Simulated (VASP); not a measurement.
A run of VASP 6.6.1:

Contents of INCAR:

```
ALGO     = Normal         # electronic algorithm
EDIFF    = 1E-6           # SCF threshold, eV
ENCUT    = 520            # plane-wave cutoff, eV
GGA      = PS             # functional
ISIF     = 2              # what is computed and relaxed
ISMEAR   = 0              # smearing method
LASPH    = T              # aspherical terms in the spheres
LCHARG   = T              # write CHGCAR
LELF     = T              # ELF
LREAL    = F              # projectors in reciprocal space
LVHAR    = T            
LWAVE    = F              # write WAVECAR
NBANDS   = 16             # bands
NELM     = 60             # most SCF steps
PREC     = Accurate       # precision mode
SIGMA    = 0.05           # smearing width, eV
```

The input KPOINTS:

```
k-points
0
Gamma
  9 9 6
```

Contents of POSCAR:

```
AlN
1.0
    3.1805969979      0.0000000000      0.0000000000
   -1.5902984990      2.7544777993      0.0000000000
    0.0000000000      0.0000000000      3.9251747551
Al N
2 2
Direct
    0.3333333333      0.6666666667      0.7500000000
    0.6666666667      0.3333333333      0.2500000000
    0.3333333333      0.6666666667      0.2500000000
    0.6666666667      0.3333333333      0.7500000000
```

Potentials or basis: VASP PAW PBE potentials, release 64 (Al, N).

Command:

```console
$ cat potpaw_PBE.64/Al/POTCAR potpaw_PBE.64/N/POTCAR > POTCAR
$ mpirun -np 1 vasp_std > vasp.out
```

Hardware: 1 thread of Intel Xeon 6975P-C (shared host).

Q: How long does it take, and how much memory?

A: Wall time 13 s on 1 thread of Intel Xeon 6975P-C, with other jobs on the host, peak memory 0.15 GiB. Counts: scf iterations 13, k points 48.
